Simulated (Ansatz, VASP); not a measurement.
# Two plane-wave programs on BeS3

Contents of INCAR:

```
  PREC = Accurate
  ENCUT = 520
  EDIFF = 1E-7
  ISMEAR = 0
  SIGMA = 0.1
  LREAL = F
  LASPH = T
  NELM = 80
  ALGO = Normal
  ISIF = 2
  LWAVE = F
  LCHARG = F
  GGA = PE
  NBANDS = 18
```

KPOINTS

```
regular mesh
0
Gamma
  4 4 4
```

POSCAR

```
BeS3
1.0
    4.1038207023      0.0000000000      0.0000000000
    0.0000000000      4.1038207023      0.0000000000
    0.0000000000      0.0000000000      4.1038207023
Be S
1 3
Direct
    0.0000000000      0.0000000000      0.0000000000
    0.0000000000      0.5000000000      0.5000000000
    0.5000000000      0.0000000000      0.5000000000
    0.5000000000      0.5000000000      0.0000000000
```

Input for Ansatz:

```yaml
crystal:
  lattice:
    - [4.1038207023, 0.0, 0.0]
    - [0.0, 4.1038207023, 0.0]
    - [0.0, 0.0, 4.1038207023]
  atoms:
    - { symbol: Be, position: [0.0, 0.0, 0.0] }
    - { symbol: S, position: [0.0, 0.5, 0.5] }
    - { symbol: S, position: [0.5, 0.0, 0.5] }
    - { symbol: S, position: [0.5, 0.5, 0.0] }
basis:
  ecutwfc: 420
kpoints:
  mp_grid: { grid: [4, 4, 4] }
hamiltonian:
  xc: pbe
scf:
  occupations: { method: gaussian, width: 0.1 }
  lower_state_search: "off"
output:
  forces: true
  stress: true
  eigenvalues: true
```

Alike in both runs: task single point; functional PBE; k mesh 4 × 4 × 4; occupations gaussian, width 0.1 eV; no spin polarisation.

|  | VASP | Ansatz |
| --- | --- | --- |
| version | VASP 6.6.1 | Ansatz 0.2.0 |
| potentials or method | VASP PAW PBE potentials, release 64 (Be, S), cutoff 520 eV | scalar-relativistic, plane waves, PAW |
| valence electrons in the cell | 20 | 20 |

```tsv
	VASP	Ansatz	Ansatz less VASP
gap on the k mesh at the Fermi level (eV)	none	none	-
pressure (GPa)	-7.4	-7.3	+0.07
```

A gap of «none» marks a metal or a gap that the smearing closes. With one functional, cell and mesh, what is left measures potentials, basis and numerics.

The k mesh is coarse, so the values compare programs but aren't converged.
